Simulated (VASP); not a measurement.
Here is a VASP 6.6.1 calculation.

The input POSCAR:

```
SrB6
1.0
    4.2707597192      0.0000000000      0.0000000000
    0.0000000000      4.2707597192      0.0000000000
    0.0000000000      0.0000000000      4.2707597192
Sr B
1 6
Direct
    0.0000000000      0.0000000000      0.0000000000
    0.5000000000      0.5000000000      0.2048257541
    0.5000000000      0.5000000000      0.7951742459
    0.2048257541      0.5000000000      0.5000000000
    0.7951742459      0.5000000000      0.5000000000
    0.5000000000      0.2048257541      0.5000000000
    0.5000000000      0.7951742459      0.5000000000
```

The input INCAR.step1:

```
PREC = Accurate ; ENCUT = 520
ISMEAR = 0 ; SIGMA = 0.1
LREAL = F ; LASPH = T
NELM = 60 ; NBANDS = 23
GGA = PE ; ALGO = Normal
EDIFF = 1E-4 ; LWAVE = T
LCHARG = F
```

The input INCAR.step2:

```
PREC = Accurate ; ENCUT = 520
EDIFF = 1E-7 ; ISMEAR = 0
SIGMA = 0.1 ; LREAL = F
LASPH = T ; NELM = 60
ALGO = Normal ; ISIF = 2
LWAVE = F ; LCHARG = F
METAGGA = R2SCAN ; LMIXTAU = T
NBANDS = 23 ; ISTART = 1
```

File KPOINTS:

```
Automatic mesh
0
Gamma
  8 8 8
```

Potentials or basis: VASP PAW PBE potentials, release 64 (Sr_sv, B).

The run is started by

```bash
$ cat potpaw_PBE.64/Sr_sv/POTCAR potpaw_PBE.64/B/POTCAR > POTCAR
$ cp INCAR.step1 INCAR
$ mpirun -np 1 vasp_std > vasp.out
$ cp INCAR.step2 INCAR
$ mpirun -np 1 vasp_std > vasp.out
```

(1) Estimate the largest force.

(2) Estimate the pressure.

Results:

(1) 0.018 eV/Å.

(2) -7.7 GPa.

Caveat: the cell stands under tension; the PAW data sets were made with another functional, which shifts forces and pressure a little.
